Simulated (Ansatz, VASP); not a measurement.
**Bi: VASP beside Ansatz**

File INCAR:

```
ALGO = Normal
EDIFF = 1E-6
ENCUT = 520
GGA = CA
ISIF = 2
ISMEAR = -1
LASPH = True
LCHARG = False
LREAL = False
LWAVE = False
NBANDS = 22
NELM = 80
PREC = Accurate
SIGMA = 0.3
```

KPOINTS

```
k-points
0
Gamma
  9 9 9
```

POSCAR

```
Bi
1.0
    2.2451514826      1.2962388128      3.8388382945
   -2.2451514826      1.2962388128      3.8388382945
    0.0000000000     -2.5924776257      3.8388382945
Bi
2
Direct
    0.2371145469      0.2371145469      0.2371145469
    0.7628854531      0.7628854531      0.7628854531
```

Input for Ansatz:

```yaml
crystal:
  lattice:
    - [2.2451514826, 1.2962388128, 3.8388382945]
    - [-2.2451514826, 1.2962388128, 3.8388382945]
    - [0.0, -2.5924776257, 3.8388382945]
  atoms:
    - { symbol: Bi, position: [0.2371145469, 0.2371145469, 0.2371145469] }
    - { symbol: Bi, position: [0.7628854531, 0.7628854531, 0.7628854531] }
hamiltonian:
  xc: lda
  pseudopotentials:
    kind: paw
    azcp:
      Bi: "pseudopotentials/Bi.paw.azcp"
basis:
  ecutwfc: 420
  fft_grid_basis: typed
kpoints:
  mp_grid: { grid: [9, 9, 9], shift: [0, 0, 0] }
magnetization:
  spin_polarized: false
scf:
  occupations: { method: fermi_dirac, width: 0.3 }
  lower_state_search: "off"
output:
  stress: true
  write_density: true
  write_potential: true
  elf: true
  volumetric_format: npy
```

Alike in both runs: task single point; functional LDA; k mesh 9 × 9 × 9; occupations fermi-dirac, width 0.3 eV; no spin polarisation.

|  | VASP | Ansatz |
| --- | --- | --- |
| version | VASP 6.6.1 | Ansatz 0.2.0 |
| potentials or method | VASP PAW LDA potentials, release 64 (Bi_d), cutoff 520 eV | plane waves (420 eV) with PAW, scalar-relativistic |
| valence electrons in the cell | 30 | 30 |

```tsv
	VASP	Ansatz	Ansatz less VASP
pressure (GPa)	0.4	0.3	-0.09
traceless stress, the component that is largest in VASP (GPa)	-0.10	-0.08	+0.012
```

Ansatz warns that its potentials were made for another functional, while VASP's fit it. LDA's correlation is that of Perdew and Zunger in VASP and of Perdew and Wang (1992) in Ansatz.

Neither program's run includes spin-orbit coupling.
